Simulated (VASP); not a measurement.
Crystal: Ni.

```
CELL_PARAMETERS angstrom
2.46424 0.00000 0.00000
-1.23212 2.13409 0.00000
0.00000 0.00000 4.09978
ATOMIC_POSITIONS crystal
Ni 0.66667 0.33333 0.75000
Ni 0.33333 0.66667 0.25000
```

Base run:

| Quantity | Value |
| --- | --- |
| Program | VASP 6.6.1 |
| Functional | PBEsol |
| Potentials or basis | VASP PAW PBE potentials, release 64 (Ni) |
| Cutoff | 520 eV |
| k mesh | 12 × 12 × 7 |
| Occupations | fermi-dirac, width 0.05 eV |
| Spin | collinear spin, ferromagnetic start |
| Starting moments | [1.0, 1.0] μB |

Its results: pressure -7.1 GPa; net moment 1.29 μB per cell; site moments Ni +0.65 μB.

The run is repeated on the same cell with these changes: functional from PBEsol to PBE. What comes out?

Pressure 2.7 GPa; net moment 1.28 μB per cell; site moments Ni +0.65 μB.

PBE binds less tightly than PBEsol, so the same cell stands under more pressure.

Caveats: the PAW data sets were made with another functional, which shifts forces and pressure a little (some runs).
